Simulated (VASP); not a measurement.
Input of a VASP 6.6.1 run:

INCAR

```
SYSTEM = CaAu5
  PREC = Accurate
  ENCUT = 600
  EDIFF = 1E-6
  ISMEAR = 0
  SIGMA = 0.1
  LREAL = .FALSE.
  LASPH = .TRUE.
  NELM = 100
  ALGO = Normal
  ISIF = 3
  LWAVE = .FALSE.
  LCHARG = .FALSE.
  GGA = PS
  IBRION = 2
  NSW = 70
  EDIFFG = -0.005
```

Contents of KPOINTS:

```
regular mesh
0
G
  8 8 8
  0 0 0
```

POSCAR

```
CaAu5
1.0
    0.0000000000      3.9317842975      3.9317842975
    3.9317842975      0.0000000000      3.9317842975
    3.9317842975      3.9317842975      0.0000000000
Ca Au
1 5
Direct
    0.0000000000      0.0000000000      0.0000000000
    0.7500000000      0.7500000000      0.7500000000
    0.3752975651      0.8741073047      0.3752975651
    0.3752975651      0.3752975651      0.8741073047
    0.3752975651      0.3752975651      0.3752975651
    0.8741073047      0.3752975651      0.3752975651
```

Potentials or basis: VASP PAW PBE potentials, release 64 (Ca_sv, Au).

Run with:

```console
$ cat potpaw_PBE.64/Ca_sv/POTCAR potpaw_PBE.64/Au/POTCAR > POTCAR
$ mpirun -np 1 vasp_std > vasp.out
```

(1) Predict the relaxed cell.

(2) Predict the relaxed volume.

(3) What does it give for the space group after relaxing (to 0.05 Å)?

Results:

(1) a = 5.458 Å, b = 5.458 Å, c = 5.458 Å, α = 60.00°, β = 60.00°, γ = 60.00°.

(2) 19.16 Å³/atom.

(3) F-43m (No. 216).

Caveat: the PAW data sets were made with another functional, which shifts forces and pressure a little.
